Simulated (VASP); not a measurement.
# K7MgTa8O23 (a cell with a defect) in VASP: single point with r2SCAN

Aim: the single point of K7MgTa8O23 (a cell with a defect) with r2SCAN.

Everything below comes from runs of VASP 6.6.1. Logs are shortened: lines on timing, memory, paths and dates and some standing lists are left out, and cuts for length are marked.

### 1 The cell of the first run

The cell holds a defect, 39 atoms: a = 7.971 Å, b = 7.971 Å, c = 7.971 Å, α = 90.00°, β = 90.00°, γ = 90.00°.

### 2 Single point, r2SCAN

Input file POSCAR:

```
K7MgTa8O23
1.0
    7.9708780000      0.0000000000      0.0000000000
    0.0000000000      7.9708780000      0.0000000000
    0.0000000000      0.0000000000      7.9708780000
K Mg Ta O
7 1 8 23
Direct
    0.9990470000      0.0009720000      0.9979500000
    0.9979730000      0.9978130000      0.4975740000
    0.9964110000      0.4991420000      0.9979240000
    0.9969370000      0.5008740000      0.4984690000
    0.5004130000      0.9995080000      0.9979720000
    0.5027730000      0.0157830000      0.4999140000
    0.5032490000      0.5021110000      0.9971350000
    0.5007210000      0.6313780000      0.4981230000
    0.2574040000      0.2590310000      0.2543800000
    0.2455630000      0.2503170000      0.7424150000
    0.2465670000      0.7567780000      0.2447430000
    0.2464760000      0.7496440000      0.7531770000
    0.7554310000      0.2532940000      0.2482930000
    0.7450410000      0.2521010000      0.7480910000
    0.7531960000      0.7521110000      0.2451940000
    0.7534730000      0.7505490000      0.7519070000
    0.2452660000      0.2247120000      0.4995720000
    0.2518650000      0.7423030000      0.0004410000
    0.2607510000      0.7277430000      0.4986080000
    0.7485950000      0.2440200000      0.9995760000
    0.7494160000      0.2497380000      0.4990140000
    0.7469610000      0.7495040000      0.9994070000
    0.7377610000      0.7338570000      0.4990310000
    0.0022570000      0.2453030000      0.2448060000
    0.0001030000      0.2448280000      0.7520550000
    0.0003810000      0.7486060000      0.2496060000
    0.9995220000      0.7486280000      0.7466100000
    0.4983350000      0.2506430000      0.2431170000
    0.4965140000      0.2478510000      0.7529990000
    0.5001660000      0.7332800000      0.2619320000
    0.4994340000      0.7347140000      0.7341520000
    0.2545280000      0.9943260000      0.2504350000
    0.2519090000      0.9931110000      0.7554410000
    0.2483620000      0.4938400000      0.2449110000
    0.2457550000      0.4915390000      0.7598990000
    0.7476160000      0.9961770000      0.2547680000
    0.7470520000      0.9955870000      0.7467490000
    0.7541190000      0.4970060000      0.2486100000
    0.7524610000      0.4968140000      0.7534410000
```

Input file INCAR.step1:

```
SYSTEM = K7MgTa8O23
ALGO = Normal
EDIFF = 1E-4
ENCUT = 520
GGA = PE
ISMEAR = -1
ISYM = 0
LASPH = .True.
LCHARG = .False.
LREAL = Auto
LWAVE = .True.
NBANDS = 170
NELECT = 292.0
NELM = 100
PREC = Accurate
SIGMA = 0.05
```

Input file INCAR.step2:

```
SYSTEM = K7MgTa8O23
ALGO = Normal
EDIFF = 1E-6
ENCUT = 520
ISIF = 2
ISMEAR = -1
ISTART = 1
ISYM = 0
LASPH = .True.
LCHARG = .True.
LELF = .True.
LMIXTAU = .True.
LREAL = Auto
LVHAR = .True.
LWAVE = .False.
METAGGA = R2SCAN
NBANDS = 170
NELECT = 292.0
NELM = 100
PREC = Accurate
SIGMA = 0.05
```

Input file KPOINTS:

```
Automatic mesh
0
Gamma
  1 1 1
  0.25 0.25 0.25
```

Potentials or basis: VASP PAW PBE potentials, release 64 (K_sv, Mg, Ta_pv, O).

Started as:

```
$ cat potpaw_PBE.64/K_sv/POTCAR potpaw_PBE.64/Mg/POTCAR potpaw_PBE.64/Ta_pv/POTCAR potpaw_PBE.64/O/POTCAR > POTCAR
$ cp INCAR.step1 INCAR
$ mpirun -np 1 vasp_std > vasp.out
$ cp INCAR.step2 INCAR
$ mpirun -np 1 vasp_std > vasp.out
```

OUTCAR:

```text
SYSTEM = K7MgTa8O23
   EDIFF = 1E-6
   ENCUT = 520
   ISIF = 2
   ISMEAR = -1
   ISTART = 1
   ISYM = 0
   LASPH = .True.
   LREAL = Auto
   METAGGA = R2SCAN
   NELECT = 292.0
   NELM = 100
   PREC = Accurate

 ion  position               nearest neighbor table
   1  0.999  0.001  0.998-  25 2.76  24 2.77  20 2.78  33 2.79  37 2.84  22 2.84  27 2.84  26 2.84
                            32 2.86  36 2.87  18 2.88  11 3.40  15 3.41  16 3.41  12 3.42  13 3.43
   2  0.998  0.998  0.498-  17 2.68  36 2.78  26 2.80  27 2.81  37 2.82  24 2.82  21 2.82  25 2.83
                            32 2.84  33 2.88  11 3.42  15 3.42  10 3.43  16 3.43  13 3.44  12 3.46
   3  0.996  0.499  0.998-  35 2.75  39 2.75  38 2.78  18 2.81  34 2.81  22 2.82  25 2.82  27 2.82
                            24 2.82  26 2.82  20 2.84  13 3.39  16 3.41  15 3.42  12 3.43  14 3.44
   4  0.997  0.501  0.498-  19 2.77  38 2.78  23 2.78  27 2.80  26 2.80  21 2.81  39 2.82  34 2.85
                            24 2.87  25 2.87  35 2.88  13 3.40  10 3.42  16 3.44   9 3.44  15 3.44
   5  0.500  1.000  0.998-  33 2.77  20 2.78  29 2.78  28 2.80  22 2.80  37 2.81  32 2.81  36 2.84
                            18 2.85  11 3.42  14 3.44  15 3.44  16 3.44  12 3.45  13 3.49   9 3.49
   6  0.503  0.016  0.500-  17 2.64  21 2.71  29 2.74  36 2.77  37 2.77  28 2.77  32 2.81  33 2.86
                             8 3.06  14 3.35   9 3.38  10 3.38  13 3.42  16 3.54  15 3.54  11 3.55
   7  0.503  0.502  0.997-  22 2.77  18 2.77  39 2.78  35 2.79  31 2.80  30 2.80  28 2.80  29 2.81
                            38 2.83  34 2.83  20 2.84  14 3.41  16 3.42   9 3.43  15 3.44  12 3.44
   8  0.501  0.631  0.498-  30 2.05  31 2.05  23 2.06  19 2.06  15 3.01  16 3.01  12 3.02  11 3.03
                             6 3.06
   9  0.257  0.259  0.254-  34 1.87  28 1.92  17 1.98  24 2.04  32 2.11   6 3.38   7 3.43   4 3.44
                             3 3.49   5 3.49   2 3.52   1 3.56
  10  0.246  0.250  0.742-  35 1.93  17 1.95  25 1.96  29 2.00  33 2.05   6 3.38   4 3.42   2 3.43
                             1 3.46   3 3.47   5 3.50   7 3.52
  11  0.247  0.757  0.245-  32 1.90  18 1.95  26 1.96  30 2.03  19 2.04  34 2.10   8 3.03   1 3.40
                             2 3.42   5 3.42   3 3.47   7 3.49   4 3.49   6 3.55
  12  0.246  0.750  0.753-  33 1.94  27 1.97  18 1.97  31 2.03  19 2.04  35 2.06   8 3.02   1 3.42
                             3 3.43   7 3.44   5 3.45   2 3.46   4 3.47   6 3.57
  13  0.755  0.253  0.248-  38 1.94  24 1.97  20 1.98  21 2.00  28 2.05  36 2.05   3 3.39   4 3.40
                             6 3.42   1 3.43   2 3.44   7 3.46   5 3.49
  14  0.745  0.252  0.748-  39 1.95  29 1.98  21 1.99  20 2.01  25 2.03  37 2.04   6 3.35   7 3.41
                             5 3.44   3 3.44   4 3.45   1 3.47   2 3.49
  15  0.753  0.752  0.245-  36 1.95  22 1.96  26 1.97  30 2.03  23 2.03  38 2.03   8 3.01   1 3.41
                             2 3.42   3 3.42   5 3.44   7 3.44   4 3.44   6 3.54
  16  0.753  0.751  0.752-  37 1.95  27 1.96  22 1.97  39 2.02  23 2.02  31 2.03   8 3.01   3 3.41
                             1 3.41   7 3.42   2 3.43   4 3.44   5 3.44   6 3.54
  17  0.245  0.225  0.500-  10 1.95   9 1.98   6 2.64   2 2.68
  18  0.252  0.742  0.000-  11 1.95  12 1.97   7 2.77   3 2.81   5 2.85   1 2.88
  19  0.261  0.728  0.499-  12 2.04  11 2.04   8 2.06   4 2.77
  20  0.749  0.244  1.000-  13 1.98  14 2.01   5 2.78   1 2.78   3 2.84   7 2.84
  21  0.749  0.250  0.499-  14 1.99  13 2.00   6 2.71   4 2.81   2 2.82
  22  0.747  0.750  0.999-  15 1.96  16 1.97   7 2.77   5 2.80   3 2.82   1 2.84
  23  0.738  0.734  0.499-  16 2.02  15 2.03   8 2.06   4 2.78
  24  0.002  0.245  0.245-  13 1.97   9 2.04   1 2.77   2 2.82   3 2.82   4 2.87
  25  0.000  0.245  0.752-  10 1.96  14 2.03   1 2.76   3 2.82   2 2.83   4 2.87
  26  0.000  0.749  0.250-  11 1.96  15 1.97   4 2.80   2 2.80   3 2.82   1 2.84
  27  1.000  0.749  0.747-  16 1.96  12 1.97   4 2.80   2 2.81   3 2.82   1 2.84
  28  0.498  0.251  0.243-   9 1.92  13 2.05   6 2.77   5 2.80   7 2.80
  29  0.497  0.248  0.753-  14 1.98  10 2.00   6 2.74   5 2.78   7 2.81
  30  0.500  0.733  0.262-  15 2.03  11 2.03   8 2.05   7 2.80
  31  0.499  0.735  0.734-  12 2.03  16 2.03   8 2.05   7 2.80
  32  0.255  0.994  0.250-  11 1.90   9 2.11   5 2.81   6 2.81   2 2.84   1 2.86
  33  0.252  0.993  0.755-  12 1.94  10 2.05   5 2.77   1 2.79   6 2.86   2 2.88
  34  0.248  0.494  0.245-   9 1.87  11 2.10   3 2.81   7 2.83   4 2.85
  35  0.246  0.492  0.760-  10 1.93  12 2.06   3 2.75   7 2.79   4 2.88
  36  0.748  0.996  0.255-  15 1.95  13 2.05   6 2.77   2 2.78   5 2.84   1 2.87
  37  0.747  0.996  0.747-  16 1.95  14 2.04   6 2.77   5 2.81   2 2.82   1 2.84
  38  0.754  0.497  0.249-  13 1.94  15 2.03   4 2.78   3 2.78   7 2.83
  39  0.752  0.497  0.753-  14 1.95  16 2.02   3 2.75   7 2.78   4 2.82

IMPORTANT INFORMATION: All symmetrisations will be switched off!
NOSYMM: (Re-)initialisation of all symmetry stuff for point group C_1.

----------------------------------------------------------------------------------------

                                     Primitive cell

  volume of cell :     506.4289

  direct lattice vectors                    reciprocal lattice vectors
     7.970878000  0.000000000  0.000000000     0.125456694  0.000000000  0.000000000
     0.000000000  7.970878000  0.000000000     0.000000000  0.125456694  0.000000000
[... 106 lines left out ...]
  Shift w.r.t. Gamma in fractional coordinates (k-lattice)
     0.250000000  0.250000000  0.250000000

 Subroutine IBZKPT returns following result:
 ===========================================

 Found      4 irreducible k-points:

 Following reciprocal coordinates:
            Coordinates               Weight
  0.250000  0.250000  0.250000      2.000000
 -0.250000  0.250000  0.250000      2.000000
 -0.250000 -0.250000  0.250000      2.000000
  0.250000 -0.250000  0.250000      2.000000
   k-points           NKPTS =      4   k-points in BZ     NKDIM =      4   number of bands    NBANDS=    170
   number of dos      NEDOS =    301   number of ions     NIONS =     39
   total plane-waves  NPLWV = 216000
   dimension x,y,z NGX =    60 NGY =   60 NGZ =   60
   dimension x,y,z NGXF=   120 NGYF=  120 NGZF=  120
   ions per type =               7   1   8  23
   NGX,Y,Z   is equivalent  to a cutoff of  12.51, 12.51, 12.51 a.u.
   NGXF,Y,Z  is equivalent  to a cutoff of  25.03, 25.03, 25.03 a.u.
 SYSTEM =  K7MgTa8O23
   PREC   = accura    normal or accurate (medium, high low for compatibility)
   ISTART =      1    job   : 0-new  1-cont  2-samecut
   ICHARG =      0    charge: 1-file 2-atom 10-const
   ISPIN  =      1    spin polarized calculation?
   LNONCOLLINEAR =      F non collinear calculations
   LSORBIT =      F    spin-orbit coupling
   LASPH  =      T    aspherical Exc in radial PAW
   ENCUT  =  520.0 eV  38.22 Ry    6.18 a.u.  14.82 14.82 14.82*2*pi/ulx,y,z
   NELM   =    100;   NELMIN=  2; NELMDL=  0     # of ELM steps
   EDIFF  = 0.1E-05   stopping-criterion for ELM
   LREAL  =      T    real-space projection
   EDIFFG = 0.1E-04   stopping-criterion for IOM
   NSW    =      0    number of steps for IOM
   IBRION =     -1    ionic relax: 0-MD 1-quasi-New 2-CG
   NFREE  =      0    steps in history (QN), initial steepest desc. (CG)
   ISIF   =      2    stress and relaxation
   ISYM   =      0    0-nonsym 1-usesym 2-fastsym
   POTIM  = 0.5000    time-step for ionic-motion
   TEBEG  =    0.0;   TEEND  =   0.0 temperature during run
   PSTRESS=    0.0 pullay stress
   NELECT =     292.0000    total number of electrons
   NUPDOWN=      -1.0000    fix difference up-down
   EMIN   =  10.00;   EMAX   =-10.00  energy-range for DOS
   EFERMI =   0.00;   METHOD = LEGACY
   ISMEAR =    -1;   SIGMA  =   0.05  broadening in eV -4-tet -1-fermi 0-gaus
   EFERMI_NEDOS =   21; number of points for ismear=-14 and -15
   IALGO  =     38    algorithm
   IMIX   =      4    mixing-type and parameters
     AMIX     =   0.40;   BMIX     =  1.00
     AMIX_MAG =   1.60;   BMIX_MAG =  1.00
  volume/ion in A,a.u.               =      12.99        87.63
  Fermi-wavevector in a.u.,A,eV,Ry     =   1.362583  2.574908 25.261016  1.856632
  Thomas-Fermi vector in A             =   2.489060
   LORBIT       =      0    0 simple, 1 ext, 2 COOP (PROOUT), +10 PAW based schemes
   METAGGA = R2SCAN    functional components
   LHFCALC =     F    Hartree Fock is set to
   AEXX    =    0.0000 exact exchange contribution
   IVDW    =     0    specifies the selected vdW correction
   LEPSILON=     F    determine dielectric tensor
   LRPA    =     F    only Hartree local field effects (RPA)
 non-spin polarized calculation
  energy-cutoff  :      520.00
  volume of cell :      506.43
 maximum number of plane-waves:     13601
   NGX = 29   NGY = 29   NGZ = 29

 number of electron     291.9999999 magnetization

 Free energy of the ion-electron system (eV)
  ---------------------------------------------------
  ext. energy  EPLUGINS =         0.00000000
  ---------------------------------------------------
  free energy    TOTEN  =      -676.14583165 eV

  energy without entropy =     -675.99326766  energy(sigma->0) =     -676.06954965

 E-fermi :   5.0419     XC(G=0): -11.4148

 val. band max:        5.0085230432   @ k =   0.2500  -0.2500   0.2500
 cond. band min:       5.1133588075   @ k =  -0.2500  -0.2500   0.2500
 fundamental gap:      0.1048357643
 Fermi energy:         5.0418737013

 k-point     1 :       0.2500    0.2500    0.2500
  band No.  band energies     occupation
      1     -33.5708      2.00000
      2     -33.5349      2.00000
      3     -33.5167      2.00000
      4     -33.5129      2.00000
      5     -33.4881      2.00000
      6     -33.4538      2.00000
[... 633 lines left out ...]
    157       6.7717      0.00000
    158       6.8275      0.00000
 [bands above 158 left out]

------------------------ aborting loop because EDIFF is reached ----------------------------------------

  FORCE on cell =-STRESS in cart. coord.  units (eV):
  Direction    XX          YY          ZZ          XY          YZ          ZX
  --------------------------------------------------------------------------------------
  -------------------------------------------------------------------------------------
  Total       19.7906909     17.6024070     20.6401845      0.0604923     -0.4571033     -0.7309002
  in kB       62.6113477     55.6883249     65.2988709      0.1913780     -1.4461271     -2.3123319
  external PRESSURE =      61.1995145 kB  Pullay stress =       0.0000000 kB

 VOLUME and BASIS-vectors are now :
 -----------------------------------------------------------------------------
  energy-cutoff  :      520.00
  volume of cell :      506.43
      direct lattice vectors                 reciprocal lattice vectors
     7.970878000  0.000000000  0.000000000     0.125456694  0.000000000  0.000000000
     0.000000000  7.970878000  0.000000000     0.000000000  0.125456694  0.000000000
     0.000000000  0.000000000  7.970878000     0.000000000  0.000000000  0.125456694

 POSITION                                       TOTAL-FORCE (eV/Angst)
 -----------------------------------------------------------------------------------
      7.96328      0.00775      7.95454         0.028178      0.033694      0.037699
      7.95472      7.95345      3.96610        -0.012326     -0.011104      0.039986
      7.94227      3.97860      7.95433         0.027715     -0.033946      0.041164
      7.94646      3.99241      3.97324         0.016549     -0.032733      0.021849
      3.98873      7.96696      7.95471        -0.010352     -0.011547      0.027523
      4.00754      0.12580      3.98475         0.003434     -0.077022     -0.026235
[... 31 lines left out ...]
      6.01099      3.96157      1.98164        -0.059177      0.088064     -0.063276
      5.99777      3.96004      6.00559        -0.066476      0.014233     -0.082087
 -----------------------------------------------------------------------------------
    total drift:                                0.005234     -0.016339     -0.015741

  FREE ENERGIE OF THE ION-ELECTRON SYSTEM (eV)
  ---------------------------------------------------
  free  energy   TOTEN  =      -676.1458316454 eV

  energy  without entropy=     -675.9932676613  energy(sigma->0) =     -676.06954965
```

It took 25 min on 1 thread of Intel Xeon Platinum 8375C at 2.90GHz (Ice Lake), shared host; peak memory 0.69 GiB.

Results:

| Item | Value |
| --- | --- |
| Free energy | -676.1458 eV |
| Largest force | 0.703 eV/Å |

Forces on the atoms (eV/Å):
```
K    0.028  0.034  0.038
K   -0.012 -0.011  0.040
K    0.028 -0.034  0.041
K    0.017 -0.033  0.022
K   -0.010 -0.012  0.028
K    0.003 -0.077 -0.026
K   -0.018 -0.061  0.029
Mg   0.035  0.102 -0.033
Ta  -0.144 -0.272 -0.427
Ta   0.208  0.302  0.600
Ta  -0.031 -0.045  0.041
Ta  -0.106  0.173  0.132
Ta   0.004 -0.065  0.045
Ta  -0.028 -0.050  0.035
Ta   0.080 -0.070 -0.019
Ta   0.040  0.069  0.101
O   -0.056  0.051  0.038
O    0.017  0.069 -0.192
O    0.185 -0.034  0.161
O    0.024  0.023 -0.072
O    0.031  0.008  0.042
O    0.026  0.012 -0.052
O   -0.123 -0.070  0.003
O   -0.112  0.036  0.085
O   -0.074 -0.019  0.015
O   -0.059  0.017  0.038
O    0.073 -0.051  0.016
O    0.159 -0.022  0.035
O    0.007  0.038 -0.056
O   -0.035 -0.072  0.155
O   -0.026 -0.162 -0.097
O    0.032 -0.030 -0.102
O    0.005 -0.207 -0.146
O    0.007  0.269 -0.073
O    0.031 -0.026 -0.176
O   -0.041  0.033 -0.066
O   -0.039  0.082 -0.056
O   -0.059  0.088 -0.063
O   -0.066  0.014 -0.082
```

Caveat: the k points lie up to 0.79 Å⁻¹ apart; the cell carries a net charge on a neutralising background, which shifts energy and pressure; the cell is charged against a uniform background, so pressure and absolute levels hang on convention; the PAW data sets were made with another functional, which shifts forces and pressure a little; spin-orbit coupling is left out, which moves the levels of the heavy elements.
